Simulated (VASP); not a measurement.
# AlNi (Cm) in VASP: further runs

The runs below take AlNi through single point, with PBEsol.

Program: VASP 6.6.1. These are calculated values, not measurements. Logs are shortened: lines on timing, memory, paths and dates and some standing lists are left out, and cuts for length are marked.

**1. The cell of the first run**

The structure is monoclinic, space group Cm (No. 8). The conventional cell has a = 4.047 Å, b = 4.047 Å, c = 10.671 Å, α = 90.00°, β = 97.26°, γ = 90.00°. Al (site symmetry m) has 4 Ni at 2.48 Å and 5 Al at 2.86 Å within 3.3 Å. Al (site symmetry m) has 8 Ni at 2.48 Å and 6 Al at 2.86 Å within 3.3 Å. Within 3.3 Å of Al (site symmetry m) lie 8 Ni at 2.48 Å and 5 Al at 2.86 Å. Ni (site symmetry m) has 4 Al at 2.48 Å and 5 Ni at 2.86 Å within 3.3 Å. Ni (site symmetry m) has 8 Al at 2.48 Å and 5 Ni at 2.86 Å within 3.3 Å. Ni (site symmetry m) has 8 Al at 2.48 Å and 6 Ni at 2.86 Å within 3.3 Å.

**2. Single point, PBEsol**

INCAR reads:

```
SYSTEM = AlNi
PREC = Accurate ; ENCUT = 520
EDIFF = 1E-6 ; ISMEAR = 0
SIGMA = 0.15 ; LREAL = .False.
LASPH = .True. ; NELM = 60
ALGO = Fast ; ISIF = 2
LWAVE = .False. ; LCHARG = .False.
GGA = PS ; NBANDS = 28
```

KPOINTS reads:

```
regular mesh
0
Gamma
  15 15 5
  0 0 0
```

POSCAR reads:

```
AlNi
1.0
    0.0000000000     -2.8618233747      0.0000000000
    0.0000000000      0.0000000000     -2.8618233747
   10.5854701242     -0.9539411249     -0.9539411249
Al Ni
3 3
Direct
    0.9774705064     -0.0225294936      0.0675884807
    0.8873525321     -0.1126474679      0.3379424037
    0.7972345578     -0.2027654422      0.6082963267
    0.2521755706      0.2521755706      0.7434732882
    0.4324115193      0.4324115193      0.2027654422
    0.3422935449      0.3422935449      0.4731193652
```

Potentials or basis: VASP PAW PBE potentials, release 64 (Al, Ni).

Run with:

```console
cat potpaw_PBE.64/Al/POTCAR potpaw_PBE.64/Ni/POTCAR > POTCAR
mpirun -np 1 vasp_std > vasp.out
```

OUTCAR:

```text
SYSTEM = AlNi
   PREC = Accurate
   ENCUT = 520
   EDIFF = 1E-6
   ISMEAR = 0
   LREAL = .False.
   LASPH = .True.
   NELM = 60
   ISIF = 2
   GGA = PS

 ion  position               nearest neighbor table
   1  0.977  0.977  0.068-   5 2.48   5 2.48   5 2.48   5 2.48   2 2.86
   2  0.887  0.887  0.338-   6 2.48   5 2.48   5 2.48   5 2.48   6 2.48   6 2.48   5 2.48   6 2.48
                             1 2.86   3 2.86
   3  0.797  0.797  0.608-   6 2.48   4 2.48   6 2.48   6 2.48   4 2.48   4 2.48   4 2.48   6 2.48
                             2 2.86
   4  0.252  0.252  0.743-   3 2.48   3 2.48   3 2.48   3 2.48   6 2.86
   5  0.432  0.432  0.203-   1 2.48   2 2.48   1 2.48   1 2.48   2 2.48   2 2.48   2 2.48   1 2.48
                             6 2.86
   6  0.342  0.342  0.473-   3 2.48   2 2.48   2 2.48   3 2.48   3 2.48   2 2.48   2 2.48   3 2.48
                             5 2.86   4 2.86

  LATTYP: Found a base centered monoclinic cell.
 ALAT       =     4.0472294296
 B/A-ratio  =     1.0000000000
 C/A-ratio  =     2.6366410102
 COS(beta)  =    -0.1264234805

  Lattice vectors:

 A1 = (   0.0000000000,   2.8618233747,   0.0000000000)
 A2 = (   0.0000000000,   0.0000000000,   2.8618233747)
 A3 = (  10.5854701242,  -0.9539411249,  -0.9539411249)

Analysis of symmetry for initial positions (statically):
=====================================================================
 Subroutine PRICEL returns:
 Original cell was already a primitive cell.

 Routine SETGRP: Setting up the symmetry group for a
 base centered monoclinic supercell.

 Subroutine GETGRP returns: Found  2 space group operations
 (whereof  2 operations were pure point group operations)
 out of a pool of  4 trial point group operations.

The static configuration has the point symmetry C_1h.

Analysis of symmetry for dynamics (positions and initial velocities):
=====================================================================
 Subroutine PRICEL returns:
 Original cell was already a primitive cell.

 Routine SETGRP: Setting up the symmetry group for a
 base centered monoclinic supercell.

 Subroutine GETGRP returns: Found  2 space group operations
 (whereof  2 operations were pure point group operations)
 out of a pool of  4 trial point group operations.

The dynamic configuration has the point symmetry C_1h.

 Subroutine INISYM returns: Found  2 space group operations
 (whereof  2 operations are pure point group operations),
 and found     1 'primitive' translations
[... 106 lines left out ...]
   NSW    =      0    number of steps for IOM
   IBRION =     -1    ionic relax: 0-MD 1-quasi-New 2-CG
   NFREE  =      0    steps in history (QN), initial steepest desc. (CG)
   ISIF   =      2    stress and relaxation
   ISYM   =      2    0-nonsym 1-usesym 2-fastsym
   POTIM  = 0.5000    time-step for ionic-motion
   TEBEG  =    0.0;   TEEND  =   0.0 temperature during run
   PSTRESS=    0.0 pullay stress
   NELECT =      39.0000    total number of electrons
   NUPDOWN=      -1.0000    fix difference up-down
   EMIN   =  10.00;   EMAX   =-10.00  energy-range for DOS
   EFERMI =   0.00;   METHOD = LEGACY
   ISMEAR =     0;   SIGMA  =   0.15  broadening in eV -4-tet -1-fermi 0-gaus
   EFERMI_NEDOS =   21; number of points for ismear=-14 and -15
   IALGO  =     68    algorithm
   IMIX   =      4    mixing-type and parameters
     AMIX     =   0.40;   BMIX     =  1.00
     AMIX_MAG =   1.60;   BMIX_MAG =  1.00
  volume/ion in A,a.u.               =      14.45        97.51
  Fermi-wavevector in a.u.,A,eV,Ry     =   1.254386  2.370445 21.408543  1.573484
  Thomas-Fermi vector in A             =   2.388193
   LORBIT       =      0    0 simple, 1 ext, 2 COOP (PROOUT), +10 PAW based schemes
   GGA     = PS    functional components
   LHFCALC =     F    Hartree Fock is set to
   AEXX    =    0.0000 exact exchange contribution
   IVDW    =     0    specifies the selected vdW correction
   LEPSILON=     F    determine dielectric tensor
   LRPA    =     F    only Hartree local field effects (RPA)
 non-spin polarized calculation
 RMM-DIIS sequential band-by-band and
 Gauss-broadening in eV      SIGMA  =   0.15
  energy-cutoff  :      520.00
  volume of cell :       86.70
 maximum number of plane-waves:      2364
 NGX is ok and might be reduce to    24
   NGX = 11   NGY = 11   NGZ = 39

 number of electron      39.0000010 magnetization

 Free energy of the ion-electron system (eV)
  ---------------------------------------------------
  ext. energy  EPLUGINS =         0.00000000
  ---------------------------------------------------
  free energy    TOTEN  =       -32.58463612 eV

  energy without entropy =      -32.55161061  energy(sigma->0) =      -32.56812336

 E-fermi :   7.4702     XC(G=0): -11.0524

 val. band max:        7.4694787515   @ k =   0.4000   0.4000   0.4000
 cond. band min:       7.4706163269   @ k =  -0.2667   0.4667   0.4000
 fundamental gap:      0.0011375754
 Fermi energy:         7.4701571828

 k-point     1 :       0.0000    0.0000    0.0000
  band No.  band energies     occupation
      1      -3.3731      2.00000
      2      -2.0006      2.00000
      3      -0.2681      2.00000
      4       2.2714      2.00000
      5       3.5414      2.00000
      6       4.2050      2.00000
[... 733 lines left out ...]
     27      13.3962      0.00000
     28      14.8801      0.00000

 [... further k-points ...]

------------------------ aborting loop because EDIFF is reached ----------------------------------------

  FORCE on cell =-STRESS in cart. coord.  units (eV):
  Direction    XX          YY          ZZ          XY          YZ          ZX
  --------------------------------------------------------------------------------------
  -------------------------------------------------------------------------------------
  Total       -3.3539576     -2.9524161     -2.9524161     -0.0328502      0.0022757     -0.0328502
  in kB      -61.9829643    -54.5622591    -54.5622591     -0.6070892      0.0420569     -0.6070893
  external PRESSURE =     -57.0358275 kB  Pullay stress =       0.0000000 kB

 VOLUME and BASIS-vectors are now :
 -----------------------------------------------------------------------------
  energy-cutoff  :      520.00
  volume of cell :       86.70
      direct lattice vectors                 reciprocal lattice vectors
     0.000000000 -2.861823375  0.000000000    -0.031489705 -0.349427574  0.000000000
     0.000000000  0.000000000 -2.861823375    -0.031489705  0.000000000 -0.349427574
    10.585470124 -0.953941125 -0.953941125     0.094469116  0.000000000  0.000000000

 POSITION                                       TOTAL-FORCE (eV/Angst)
 -----------------------------------------------------------------------------------
      0.71546     -2.86182     -2.86182        -0.481879     -0.011220     -0.011220
      3.57728     -2.86182     -2.86182         0.100652      0.001634      0.001634
      6.43910     -2.86182     -2.86182         0.907482     -0.007859     -0.007859
      7.87001     -1.43091     -1.43091        -0.018068      0.024761      0.024761
      2.14637     -1.43091     -1.43091        -0.333746     -0.005836     -0.005836
      5.00819     -1.43091     -1.43091        -0.174441     -0.001480     -0.001480
 -----------------------------------------------------------------------------------
    total drift:                                0.002220      0.000310      0.000310

  FREE ENERGIE OF THE ION-ELECTRON SYSTEM (eV)
  ---------------------------------------------------
  free  energy   TOTEN  =       -32.5846361192 eV

  energy  without entropy=      -32.5516106095  energy(sigma->0) =      -32.56812336
```

OSZICAR:

```text
N       E                     dE             d eps       ncg     rms          rms(c)
DAV:   1     0.218141756488E+03    0.21814E+03   -0.16309E+04 17024   0.150E+03
DAV:   2    -0.240935851372E+02   -0.24224E+03   -0.23187E+03 17044   0.309E+02
[... 10 lines left out ...]
RMM:  13    -0.325873476312E+02   -0.13475E-02   -0.52520E-03 19844   0.662E-01    0.742E-01
RMM:  14    -0.325847874608E+02    0.25602E-02   -0.35317E-03 20158   0.414E-01    0.253E-01
RMM:  15    -0.325847862897E+02    0.11710E-05   -0.99490E-04 21215   0.199E-01    0.191E-01
RMM:  16    -0.325846283415E+02    0.15795E-03   -0.56058E-04 20293   0.174E-01    0.324E-02
RMM:  17    -0.325846339127E+02   -0.55712E-05   -0.12275E-04 22805   0.733E-02    0.204E-02
RMM:  18    -0.325846354568E+02   -0.15441E-05   -0.31962E-05 19359   0.264E-02    0.111E-02
RMM:  19    -0.325846361192E+02   -0.66240E-06   -0.36789E-06 13542   0.147E-02
   1 F= -.32584636E+02 E0= -.32568123E+02  d E =-.330255E-01
```

Wall time 8.8 min (1 thread of Intel Xeon Platinum 8488C (Sapphire Rapids), shared host); peak memory 0.66 GiB.

What came out:

* Free energy: -32.5846 eV
* Pressure: -5.7 GPa
* Largest force: 0.908 eV/Å
* Band gap on the k mesh: zero (an odd number of electrons rules out a gap without spin polarisation)

Forces in eV/Å, atoms in the order of the input:
```
Al  -0.482 -0.011 -0.011
Al   0.101  0.002  0.002
Al   0.907 -0.008 -0.008
Ni  -0.018  0.025  0.025
Ni  -0.334 -0.006 -0.006
Ni  -0.174 -0.001 -0.001
```

Levels at points of the mesh, in eV from the Fermi level:
```
           k point  band 16  band 17  band 18  band 19  band 20  band 21  band 22  band 23
(0.00, 0.00, 0.00)    -1.46    -0.95    -0.95    -0.60    -0.39     2.99     3.56     6.09
```

Caveat: the cell stands under tension; the PAW data sets were made with another functional, which shifts forces and pressure a little. Spin polarisation is off, so any magnetic state and its effect on volume and gap are missing.

**3. Single point, PBEsol**

INCAR reads:

```
SYSTEM = AlNi
PREC     = Accurate       ! precision mode
ENCUT    = 520            ! plane-wave cutoff, eV
EDIFF    = 1E-6           ! SCF threshold, eV
ISMEAR   = 0              ! smearing method
SIGMA    = 0.15           ! smearing width, eV
LREAL    = .FALSE.        ! projectors in reciprocal space
LASPH    = .TRUE.         ! aspherical terms in the spheres
NELM     = 60             ! most SCF steps
ALGO     = Fast           ! electronic algorithm
ISIF     = 2              ! what is computed and relaxed
LWAVE    = .FALSE.        ! write WAVECAR
LCHARG   = .FALSE.        ! write CHGCAR
GGA      = PS             ! functional
NBANDS   = 28             ! bands
```

KPOINTS reads:

```
Automatic mesh
0
G
  15 15 5
  0 0 0
```

POSCAR reads:

```
AlNi
1.0
    0.0000000000     -2.8618233747      0.0000000000
    0.0000000000      0.0000000000     -2.8618233747
   10.5854701242     -0.4769705624     -0.4769705624
Al Ni
3 3
Direct
    0.9887352532     -0.0112647468      0.0675884807
    0.9436762660     -0.0563237340      0.3379424037
    0.8986172789     -0.1013827211      0.6082963267
    0.3760877853      0.3760877853      0.7434732882
    0.4662057596      0.4662057596      0.2027654422
    0.4211467725      0.4211467725      0.4731193652
```

Potentials or basis: VASP PAW PBE potentials, release 64 (Al, Ni).

Run with:

```console
cat potpaw_PBE.64/Al/POTCAR potpaw_PBE.64/Ni/POTCAR > POTCAR
mpirun -np 1 vasp_std > vasp.out
```

Run time: 8.6 min. Hardware: 1 thread of Intel Xeon Platinum 8488C (Sapphire Rapids), shared host; peak memory 0.66 GiB.

The run converged. Its results:

```
Free energy            : -32.5695 eV
Pressure               : -5.8 GPa
Largest force          : 0.915 eV/Å
Band gap on the k mesh : zero (an odd number of electrons rules out a gap without spin polarisation)
```

Forces in eV/Å, atoms in the order of the input:
```
Al  -0.423 -0.012 -0.012
Al   0.109  0.002  0.002
Al   0.915 -0.008 -0.008
Ni  -0.045  0.025  0.025
Ni  -0.383 -0.005 -0.005
Ni  -0.173 -0.002 -0.002
```

Stress tensor (GPa, compression positive):
```
-6.20 -0.05 -0.05
-0.05 -5.61  0.00
-0.05  0.00 -5.61
```

Levels at points of the mesh, in eV from the Fermi level:
```tsv
k point	band 16	band 17	band 18	band 19	band 20	band 21	band 22	band 23
(0.00, 0.00, 0.00)	-1.45	-0.94	-0.94	-0.59	-0.40	2.95	3.53	6.07
```

Caveat: the cell stands under tension; the PAW data sets were made with another functional, which shifts forces and pressure a little.
